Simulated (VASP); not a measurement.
Wanted: the native input for a VASP 6.6.1 run.

```yaml
Task: single point
Functional: PBEsol
Potentials_or_basis: VASP PAW PBE potentials, release 64 (Cu, O)
Cutoff: 520 eV
k_mesh: 8 × 8 × 8
Occupations: fermi-dirac, width 0.05 eV
Spin: no spin polarisation
Dipole_correction: no
Further_INCAR_settings: ALGO = Normal; EDIFF = 1e-06; NBANDS = 30
```

The structure of Cu3O2 lies in POSCAR:

```
Cu3O2
1.0
   -2.0229820000      2.0229820000      3.8205616800
    2.0229820000     -2.0229820000      3.8205616800
    2.0229820000      2.0229820000     -3.8205616800
Cu O
3 2
Direct
    0.0000000000      0.0000000000      0.0000000000
    0.7500000000      0.2500000000      0.5000000000
    0.2500000000      0.7500000000      0.5000000000
    0.5000000000      0.0000000000      0.5000000000
    0.0000000000      0.5000000000      0.5000000000
```

The input as run:

INCAR

```
SYSTEM = Cu3O2
  PREC = Accurate
  ENCUT = 520
  EDIFF = 1E-6
  ISMEAR = -1
  SIGMA = 0.05
  LREAL = .FALSE.
  LASPH = .TRUE.
  NELM = 60
  ALGO = Normal
  ISIF = 2
  LWAVE = .FALSE.
  LCHARG = .TRUE.
  GGA = PS
  LELF = .TRUE.
  LVHAR = .TRUE.
  NBANDS = 30
```

KPOINTS

```
regular mesh
0
G
  8 8 8
  0 0 0
```

Potentials or basis: VASP PAW PBE potentials, release 64 (Cu, O).

The run is started by

```bash
$ cat potpaw_PBE.64/Cu/POTCAR potpaw_PBE.64/O/POTCAR > POTCAR
$ mpirun -np 1 vasp_std > vasp.out
```

It gave:

```yaml
Pressure: -12.3 GPa
```

Caveat: the PAW data sets were made with another functional, which shifts forces and pressure a little; an odd number of electrons without spin polarisation forces a metal; a magnetic or distorted state may lie lower.

Wall time 100 s on 1 thread of Intel(R) Xeon(R) Platinum 8488C (Sapphire Rapids), on a shared host, peak memory 0.25 GiB.
